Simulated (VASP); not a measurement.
# Al3Cu (P4mm) in VASP: further runs

Al3Cu is run at these levels: r2SCAN; tasks: single point.

Program: VASP 6.6.1. These are calculated values, not measurements. Logs are shortened: lines on timing, memory, paths and dates and some standing lists are left out, and cuts for length are marked.

## 1. The cell of the first run

The structure is tetragonal, space group P4mm (No. 99). Conventional cell: a = 2.774 Å, b = 2.774 Å, c = 7.592 Å, α = 90.00°, β = 90.00°, γ = 90.00°. Al (site symmetry 4mm) has 12 Al at 2.77 to 2.88 Å and 1 Cu at 3.70 Å within 3.7 Å. Within 3.5 Å of Al (site symmetry 4mm) lie 4 Cu at 2.66 Å and 9 Al at 2.77 to 3.38 Å. Within 3.3 Å of Al (site symmetry 4mm) lie 4 Cu at 2.53 Å and 8 Al at 2.77 to 2.88 Å. Within 3.3 Å of Cu (site symmetry 4mm) lie 8 Al at 2.53 to 2.66 Å and 4 Cu at 2.77 Å.

## 2. Single point, r2SCAN

File POSCAR:

```
Al3Cu
1.0
    2.7737808638      0.0000000000      0.0000000000
    0.0000000000      2.7737808638      0.0000000000
    0.0000000000      0.0000000000      7.5918631133
Al Cu
3 1
Direct
    0.0000000000      0.0000000000      0.5131719972
    0.5000000000      0.5000000000      0.2358149978
    0.5000000000      0.5000000000      0.7905289966
    0.0000000000      0.0000000000      0.0000000000
```

File INCAR.step1:

```
PREC = Accurate ; ENCUT = 520
ISMEAR = 0 ; SIGMA = 0.15
LREAL = F ; LASPH = T
NELM = 80 ; NBANDS = 18
GGA = PE ; ALGO = Normal
EDIFF = 1E-4 ; LWAVE = T
LCHARG = F
```

File INCAR.step2:

```
PREC = Accurate ; ENCUT = 520
EDIFF = 1E-6 ; ISMEAR = 0
SIGMA = 0.15 ; LREAL = F
LASPH = T ; NELM = 80
ALGO = Normal ; ISIF = 2
LWAVE = F ; LCHARG = F
METAGGA = R2SCAN ; LMIXTAU = T
NBANDS = 18 ; ISTART = 1
```

File KPOINTS:

```
regular mesh
0
Gamma
  18 18 6
```

Potentials or basis: VASP PAW PBE potentials, release 64 (Al, Cu).

Launch:

```bash
$ cat potpaw_PBE.64/Al/POTCAR potpaw_PBE.64/Cu/POTCAR > POTCAR
$ cp INCAR.step1 INCAR
$ mpirun -np 1 vasp_std > vasp.out
$ cp INCAR.step2 INCAR
$ mpirun -np 1 vasp_std > vasp.out
```

OUTCAR:

```text
PREC = Accurate
   ENCUT = 520
   EDIFF = 1E-6
   ISMEAR = 0
   LREAL = F
   LASPH = T
   NELM = 80
   ISIF = 2
   METAGGA = R2SCAN
   ISTART = 1

 ion  position               nearest neighbor table
   1  0.000  0.000  0.513-   2 2.88   2 2.88   2 2.88   2 2.88   3 2.88   3 2.88   3 2.88   3 2.88

   2  0.500  0.500  0.236-   4 2.66   4 2.66   4 2.66   4 2.66   1 2.88   1 2.88   1 2.88   1 2.88

   3  0.500  0.500  0.791-   4 2.53   4 2.53   4 2.53   4 2.53   1 2.88   1 2.88   1 2.88   1 2.88

   4  0.000  0.000  0.000-   3 2.53   3 2.53   3 2.53   3 2.53   2 2.66   2 2.66   2 2.66   2 2.66

  LATTYP: Found a simple tetragonal cell.
 ALAT       =     2.7737808638
 C/A-ratio  =     2.7370089730

  Lattice vectors:

 A1 = (   2.7737808638,   0.0000000000,   0.0000000000)
 A2 = (   0.0000000000,   2.7737808638,   0.0000000000)
 A3 = (   0.0000000000,   0.0000000000,   7.5918631133)

Analysis of symmetry for initial positions (statically):
=====================================================================
 Subroutine PRICEL returns:
 Original cell was already a primitive cell.

 Routine SETGRP: Setting up the symmetry group for a
 simple tetragonal supercell.

 Subroutine GETGRP returns: Found  8 space group operations
 (whereof  8 operations were pure point group operations)
 out of a pool of 16 trial point group operations.

The static configuration has the point symmetry C_4v.

Analysis of symmetry for dynamics (positions and initial velocities):
=====================================================================
 Subroutine PRICEL returns:
 Original cell was already a primitive cell.

 Routine SETGRP: Setting up the symmetry group for a
 simple tetragonal supercell.

 Subroutine GETGRP returns: Found  8 space group operations
 (whereof  8 operations were pure point group operations)
 out of a pool of 16 trial point group operations.

The dynamic configuration has the point symmetry C_4v.

 Subroutine INISYM returns: Found  8 space group operations
 (whereof  8 operations are pure point group operations),
 and found     1 'primitive' translations

----------------------------------------------------------------------------------------

                                     Primitive cell

  volume of cell :      58.4107

  direct lattice vectors                    reciprocal lattice vectors
     2.773780864  0.000000000  0.000000000     0.360518746  0.000000000  0.000000000
     0.000000000  2.773780864  0.000000000     0.000000000  0.360518746  0.000000000
     0.000000000  0.000000000  7.591863113     0.000000000  0.000000000  0.131719972

  length of vectors
     2.773780864  2.773780864  7.591863113     0.360518746  0.360518746  0.131719972

  position of ions in fractional coordinates (direct lattice)
     0.000000000  0.000000000  0.513171997
     0.500000000  0.500000000  0.235814998
     0.500000000  0.500000000  0.790528997
     0.000000000  0.000000000  0.000000000

  ion indices of the primitive-cell ions
   primitive index   ion index
                 1           1
                 2           2
                 3           3
                 4           4

----------------------------------------------------------------------------------------

 KPOINTS: regular mesh

Automatic generation of k-mesh.
 Grid dimensions read from file:
 generate k-points for:   18   18    6

 Generating k-lattice:

  Cartesian coordinates                     Fractional coordinates (reciprocal lattice)
     0.020028819  0.000000000  0.000000000     0.055555556  0.000000000  0.000000000
     0.000000000  0.020028819  0.000000000     0.000000000  0.055555556  0.000000000
     0.000000000  0.000000000  0.021953329     0.000000000  0.000000000  0.166666667

  Length of vectors
     0.020028819  0.020028819  0.021953329

  Shift w.r.t. Gamma in fractional coordinates (k-lattice)
     0.000000000  0.000000000  0.000000000

 Subroutine IBZKPT returns following result:
 ===========================================

 Found    220 irreducible k-points:

 Following reciprocal coordinates:
            Coordinates               Weight
  0.000000  0.000000  0.000000      1.000000
  0.055556  0.000000  0.000000      4.000000
  0.111111  0.000000  0.000000      4.000000
  0.166667  0.000000  0.000000      4.000000
  0.222222  0.000000  0.000000      4.000000
  0.277778  0.000000  0.000000      4.000000
[... 16 lines left out ...]
  0.277778  0.111111  0.000000      8.000000
  0.333333  0.111111  0.000000      8.000000
 [... further k-points ...]
   k-points           NKPTS =    220   k-points in BZ     NKDIM =    220   number of bands    NBANDS=     18
   number of dos      NEDOS =    301   number of ions     NIONS =      4
   total plane-waves  NPLWV =  32256
   dimension x,y,z NGX =    24 NGY =   24 NGZ =   56
   dimension x,y,z NGXF=    48 NGYF=   48 NGZF=  112
   ions per type =               3   1
   NGX,Y,Z   is equivalent  to a cutoff of  14.38, 14.38, 12.26 a.u.
   NGXF,Y,Z  is equivalent  to a cutoff of  28.77, 28.77, 24.53 a.u.
 SYSTEM =  unknown system
   PREC   = accura    normal or accurate (medium, high low for compatibility)
   ISTART =      1    job   : 0-new  1-cont  2-samecut
   ICHARG =      0    charge: 1-file 2-atom 10-const
   ISPIN  =      1    spin polarized calculation?
   LNONCOLLINEAR =      F non collinear calculations
   LSORBIT =      F    spin-orbit coupling
   LASPH  =      T    aspherical Exc in radial PAW
   ENCUT  =  520.0 eV  38.22 Ry    6.18 a.u.   5.16  5.16 14.12*2*pi/ulx,y,z
   NELM   =     80;   NELMIN=  2; NELMDL=  0     # of ELM steps
   EDIFF  = 0.1E-05   stopping-criterion for ELM
   LREAL  =      F    real-space projection
   EDIFFG = 0.1E-04   stopping-criterion for IOM
   NSW    =      0    number of steps for IOM
   IBRION =     -1    ionic relax: 0-MD 1-quasi-New 2-CG
   NFREE  =      0    steps in history (QN), initial steepest desc. (CG)
   ISIF   =      2    stress and relaxation
   ISYM   =      2    0-nonsym 1-usesym 2-fastsym
   POTIM  = 0.5000    time-step for ionic-motion
   TEBEG  =    0.0;   TEEND  =   0.0 temperature during run
   PSTRESS=    0.0 pullay stress
   NELECT =      20.0000    total number of electrons
   NUPDOWN=      -1.0000    fix difference up-down
   EMIN   =  10.00;   EMAX   =-10.00  energy-range for DOS
   EFERMI =   0.00;   METHOD = LEGACY
   ISMEAR =     0;   SIGMA  =   0.15  broadening in eV -4-tet -1-fermi 0-gaus
   EFERMI_NEDOS =   21; number of points for ismear=-14 and -15
   IALGO  =     38    algorithm
   IMIX   =      4    mixing-type and parameters
     AMIX     =   0.40;   BMIX     =  1.00
     AMIX_MAG =   1.60;   BMIX_MAG =  1.00
  volume/ion in A,a.u.               =      14.60        98.54
  Fermi-wavevector in a.u.,A,eV,Ry     =   1.145304  2.164310 17.847037  1.311720
  Thomas-Fermi vector in A             =   2.281992
   LORBIT       =      0    0 simple, 1 ext, 2 COOP (PROOUT), +10 PAW based schemes
   METAGGA = R2SCAN    functional components
   LHFCALC =     F    Hartree Fock is set to
   AEXX    =    0.0000 exact exchange contribution
   IVDW    =     0    specifies the selected vdW correction
   LEPSILON=     F    determine dielectric tensor
   LRPA    =     F    only Hartree local field effects (RPA)
 non-spin polarized calculation
 Gauss-broadening in eV      SIGMA  =   0.15
  energy-cutoff  :      520.00
  volume of cell :       58.41
 maximum number of plane-waves:      1605
 NGX is ok and might be reduce to    24
   NGX = 11   NGY = 11   NGZ = 29

 number of electron      20.0000006 magnetization

 Free energy of the ion-electron system (eV)
  ---------------------------------------------------
  ext. energy  EPLUGINS =         0.00000000
  ---------------------------------------------------
  free energy    TOTEN  =       -31.39723656 eV

  energy without entropy =      -31.38404582  energy(sigma->0) =      -31.39064119

 E-fermi :   8.5089     XC(G=0): -11.6928

 val. band max:        8.5080051319   @ k =   0.3889   0.3889   0.1667
 cond. band min:       8.5105954247   @ k =   0.3889   0.2222   0.3333
 fundamental gap:      0.0025902928
 Fermi energy:         8.5089082807

 k-point     1 :       0.0000    0.0000    0.0000
  band No.  band energies     occupation
      1      -3.4132      2.00000
      2      -0.8924      2.00000
      3      -0.4864      2.00000
      4       3.7699      2.00000
      5       3.8411      2.00000
      6       4.7095      2.00000
[... 10 lines left out ...]
     17      18.3737      0.00000
     18      18.3737      0.00000

 k-point     2 :       0.0556    0.0000    0.0000
  band No.  band energies     occupation
      1      -3.3497      2.00000
      2      -0.8342      2.00000
      3      -0.4232      2.00000
      4       3.7811      2.00000
      5       3.8589      2.00000
      6       4.6664      2.00000
[... 10 lines left out ...]
     17      18.4387      0.00000
     18      18.5891      0.00000

 k-point     3 :       0.1111    0.0000    0.0000
  band No.  band energies     occupation
      1      -3.1595      2.00000
      2      -0.6604      2.00000
      3      -0.2342      2.00000
      4       3.8110      2.00000
      5       3.9108      2.00000
      6       4.5571      2.00000
[... 10 lines left out ...]
     17      18.6351      0.00000
     18      18.9421      0.00000

 k-point     4 :       0.1667    0.0000    0.0000
  band No.  band energies     occupation
      1      -2.8436      2.00000
      2      -0.3734      2.00000
      3       0.0789      2.00000
      4       3.8522      2.00000
      5       3.9878      2.00000
      6       4.4189      2.00000
[... 375 lines left out ...]
      4       3.9672      2.00000
      5       4.1121      2.00000
      6       4.3177      2.00000
[... 10 lines left out ...]
     17      18.6999      0.00000
     18      19.9083      0.00000

 k-point    23 :       0.2778    0.1111    0.0000
  band No.  band energies     occupation
      1      -1.5946      2.00000
      2       0.7342      2.00000
      3       1.3001      2.00000
      4       3.9840      2.00000
      5       4.1508      2.00000
      6       4.2192      2.00000
[... 10 lines left out ...]
     17      17.3288      0.00000
     18      18.7941      0.00000

 k-point    24 :       0.3333    0.1111    0.0000
  band No.  band energies     occupation
      1      -0.9189      2.00000
      2       1.3018      2.00000
      3       1.9406      2.00000
      4       3.8728      2.00000
      5       4.0976      2.00000
      6       4.2144      2.00000
[... 10 lines left out ...]
     17      17.0276      0.00000
     18      18.3468      0.00000

 [... further k-points ...]

------------------------ aborting loop because EDIFF is reached ----------------------------------------

  FORCE on cell =-STRESS in cart. coord.  units (eV):
  Direction    XX          YY          ZZ          XY          YZ          ZX
  --------------------------------------------------------------------------------------
  -------------------------------------------------------------------------------------
  Total        0.0578536      0.0578536     -0.0208302      0.0000000      0.0000000      0.0000000
  in kB        1.5868953      1.5868953     -0.5713612      0.0000000      0.0000000      0.0000000
  external PRESSURE =       0.8674765 kB  Pullay stress =       0.0000000 kB

 VOLUME and BASIS-vectors are now :
 -----------------------------------------------------------------------------
  energy-cutoff  :      520.00
  volume of cell :       58.41
      direct lattice vectors                 reciprocal lattice vectors
     2.773780864  0.000000000  0.000000000     0.360518746  0.000000000  0.000000000
     0.000000000  2.773780864  0.000000000     0.000000000  0.360518746  0.000000000
     0.000000000  0.000000000  7.591863113     0.000000000  0.000000000  0.131719972

 POSITION                                       TOTAL-FORCE (eV/Angst)
 -----------------------------------------------------------------------------------
      0.00000      0.00000      3.89593        -0.000000      0.000000     -0.050492
      1.38689      1.38689      1.79028        -0.000000      0.000000     -0.195844
      1.38689      1.38689      6.00159        -0.000000      0.000000     -0.386840
      0.00000      0.00000      0.00000         0.000000     -0.000000      0.633175
 -----------------------------------------------------------------------------------
    total drift:                                0.000000      0.000000     -0.000366

  FREE ENERGIE OF THE ION-ELECTRON SYSTEM (eV)
  ---------------------------------------------------
  free  energy   TOTEN  =       -31.3972365622 eV

  energy  without entropy=      -31.3840458212  energy(sigma->0) =      -31.39064119
```

Wall time 5 min (1 thread of Intel Xeon 6975P-C (Granite Rapids), shared host); peak memory 0.34 GiB.

Results:

```yaml
Free_energy: -31.3972 eV
Pressure: 0.1 GPa
Largest_force: 0.633 eV/Å
Band_gap_on_the_k_mesh: zero (band 10 reaches 12.94 eV, above the bottom of band 11 at 6.55 eV)
```

Forces on the atoms (eV/Å):
```
Al   0.000  0.000 -0.050
Al   0.000  0.000 -0.196
Al   0.000  0.000 -0.387
Cu   0.000  0.000  0.633
```

Caveat: the cell differs from its parent crystal (all Al atoms moved -0.100 Å, as atom 1 towards its neighbour atom 4 (Cu) at 3.796 Å); the PAW data sets were made with another functional, which shifts forces and pressure a little.

## 3. Single point, r2SCAN

File POSCAR:

```
Al3Cu
1.0
    2.7737808638      0.0000000000      0.0000000000
    0.0000000000      2.7737808638      0.0000000000
    0.0000000000      0.0000000000      7.5918631133
Al Cu
3 1
Direct
    0.0000000000      0.0000000000      0.4901210021
    0.5000000000      0.5000000000      0.2127640027
    0.5000000000      0.5000000000      0.7674780015
    0.0000000000      0.0000000000      0.0000000000
```

File INCAR.step1:

```
PREC = Accurate ; ENCUT = 520
ISMEAR = 0 ; SIGMA = 0.15
LREAL = False ; LASPH = True
NELM = 100 ; NBANDS = 18
GGA = PE ; ALGO = Normal
EDIFF = 1E-4 ; LWAVE = True
LCHARG = False
```

File INCAR.step2:

```
PREC = Accurate ; ENCUT = 520
EDIFF = 1E-6 ; ISMEAR = 0
SIGMA = 0.15 ; LREAL = False
LASPH = True ; NELM = 100
ALGO = Normal ; ISIF = 2
LWAVE = False ; LCHARG = True
METAGGA = R2SCAN ; LMIXTAU = True
LELF = True ; LVHAR = True
NBANDS = 18 ; ISTART = 1
```

KPOINTS is that of step 2.

Potentials or basis: VASP PAW PBE potentials, release 64 (Al, Cu).

Launch:

```bash
$ cat potpaw_PBE.64/Al/POTCAR potpaw_PBE.64/Cu/POTCAR > POTCAR
$ cp INCAR.step1 INCAR
$ mpirun -np 1 vasp_std > vasp.out
$ cp INCAR.step2 INCAR
$ mpirun -np 1 vasp_std > vasp.out
```

Run time: 16 min. Hardware: 1 thread of AMD EPYC 7R43 (Zen 3), shared host; peak memory 0.31 GiB.

The run converged. Its results:

```yaml
Free_energy: -31.4111 eV
Pressure: 0.0 GPa
Largest_force: 0.474 eV/Å
Band_gap_on_the_k_mesh: zero (band 10 reaches 12.93 eV, above the bottom of band 11 at 6.55 eV)
```

Forces on the atoms (eV/Å):
```
Al   0.000  0.000  0.038
Al   0.000  0.000  0.297
Al   0.000  0.000  0.139
Cu   0.000  0.000 -0.474
```

Stress tensor (GPa, compression positive):
```
 0.01  0.00  0.00
 0.00  0.01  0.00
 0.00  0.00 -0.14
```

Levels at points of the mesh, in eV from the Fermi level:
```csv
k point,band 6,band 7,band 8,band 9,band 10,band 11,band 12,band 13,band 14,band 15
"(0.00, 0.00, 0.00)",-3.79,-3.79,-3.40,-1.98,0.54,6.66,7.15,7.15,8.30,9.62
"(0.50, 0.00, 0.00)",-4.37,-3.89,-3.83,-3.69,-2.47,-1.96,2.78,3.99,4.37,5.47
"(0.50, 0.50, 0.00)",-2.72,-2.72,-0.49,-0.34,0.12,0.12,0.49,0.49,0.66,2.52
"(0.00, 0.00, 0.50)",-3.79,-3.79,-3.74,-3.40,4.30,5.86,6.66,7.73,7.73,7.90
"(0.50, 0.00, 0.50)",-4.49,-3.89,-3.69,-2.80,-1.11,-1.04,0.07,0.91,9.09,9.13
"(0.50, 0.50, 0.50)",-1.96,-1.96,-1.80,-1.80,-0.52,-0.52,0.61,1.94,3.39,3.39
```

Caveat: the cell differs from its parent crystal (all Al atoms moved +0.075 Å, as atom 1 towards its neighbour atom 4 (Cu) at 3.796 Å); the PAW data sets were made with another functional, which shifts forces and pressure a little.

(Continued in part 2 of 2.)
